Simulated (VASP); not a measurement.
A run of VASP 6.6.1 is set up as follows.

File INCAR:

```
SYSTEM = SiNi3
PREC     = Accurate       ! precision mode
ENCUT    = 520            ! plane-wave cutoff, eV
EDIFF    = 1E-7           ! SCF threshold, eV
ISMEAR   = 0              ! smearing method
SIGMA    = 0.026000000000000002 ! smearing width, eV
LREAL    = .False.        ! projectors in reciprocal space
LASPH    = .True.         ! aspherical terms in the spheres
NELM     = 150            ! most SCF steps
ALGO     = Fast           ! electronic algorithm
ISIF     = 2              ! what is computed and relaxed
LWAVE    = .False.        ! write WAVECAR
LCHARG   = .False.        ! write CHGCAR
ISPIN    = 2              ! spin polarisation
MAGMOM   = 1 1 1 0        ! initial moments
LORBIT   = 11             ! projections on sites
LMAXMIX  = 4              ! l up to which the mixer works
GGA      = PE             ! functional
NBANDS   = 29             ! bands
```

The input KPOINTS:

```
regular mesh
0
Gamma
  8 8 8
  0 0 0
```

The input POSCAR:

```
SiNi3
1.0
    3.5420000000      0.0000000000      0.0000000000
    0.0000000000      3.5420000000      0.0000000000
    0.0000000000      0.0000000000      3.5420000000
Ni Si
3 1
Direct
    0.5000000000      0.5000000000      0.0000000000
    0.5000000000      0.0000000000      0.5000000000
    0.0000000000      0.5000000000      0.5000000000
    0.0000000000      0.0000000000      0.0000000000
```

Potentials or basis: VASP PAW PBE potentials, release 64 (Ni, Si).

Command:

```console
$ cat potpaw_PBE.64/Ni/POTCAR potpaw_PBE.64/Si/POTCAR > POTCAR
$ mpirun -np 1 vasp_std > vasp.out
```

Question: Predict the net moment.

Answer: 0.00 μB per cell.

Question: Estimate the pressure.

Answer: -6.0 GPa.

Question: Predict the band gap on the k mesh.

Answer: Zero (filled and empty bands overlap).
